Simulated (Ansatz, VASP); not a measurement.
Two plane-wave programs on AlCu3

Contents of INCAR:

```
PREC = Accurate ; ENCUT = 520
EDIFF = 1E-6 ; ISMEAR = 0
SIGMA = 0.1 ; LREAL = F
LASPH = T ; NELM = 80
ALGO = Normal ; ISIF = 2
LWAVE = F ; LCHARG = F
GGA = PS ; NBANDS = 26
```

Contents of KPOINTS:

```
Automatic mesh
0
Gamma
  12 12 12
```

Contents of POSCAR:

```
AlCu3
1.0
    0.0000000000      2.9765492370      2.9765492370
    2.9765492370      0.0000000000      2.9765492370
    2.9765492370      2.9765492370      0.0000000000
Al Cu
1 3
Direct
    0.0000000000      0.0000000000      0.0000000000
    0.5000000000      0.5000000000      0.5000000000
    0.2500000000      0.2500000000      0.2500000000
    0.7500000000      0.7500000000      0.7500000000
```

Input for Ansatz:

```yaml
crystal:
  lattice:
    - [0.0, 2.976549237, 2.976549237]
    - [2.976549237, 0.0, 2.976549237]
    - [2.976549237, 2.976549237, 0.0]
  atoms:
    - { symbol: Al, position: [0.0, 0.0, 0.0] }
    - { symbol: Cu, position: [0.5, 0.5, 0.5] }
    - { symbol: Cu, position: [0.25, 0.25, 0.25] }
    - { symbol: Cu, position: [0.75, 0.75, 0.75] }
basis:
  ecutwfc: 420
kpoints:
  mp_grid: { grid: [12, 12, 12] }
hamiltonian:
  xc: pbesol
scf:
  occupations: { method: gaussian, width: 0.1 }
output:
  forces: true
  stress: true
  eigenvalues: true
```

Alike in both runs: task single point; functional PBEsol; k mesh 12 × 12 × 12; occupations gaussian, width 0.1 eV; no spin polarisation.

|  | VASP | Ansatz |
| --- | --- | --- |
| version | VASP 6.6.1 | Ansatz 0.2.0 |
| potentials or method | VASP PAW PBE potentials, release 64 (Al, Cu), cutoff 520 eV | scalar-relativistic, plane waves, PAW |
| valence electrons in the cell | 36 | 60 |

|  | VASP | Ansatz | Ansatz less VASP |
| --- | --- | --- | --- |
| gap on the k mesh at the Fermi level (eV) | none | none | - |
| pressure (GPa) | -10.6 | -11.5 | -0.93 |

VASP's potentials were made for PBE, not for PBEsol. A gap of «none» marks a metal or a gap that the smearing closes. VASP's potentials hold 36 valence electrons a cell and Ansatz's 60, so a difference there can come from the potentials and not from the codes.
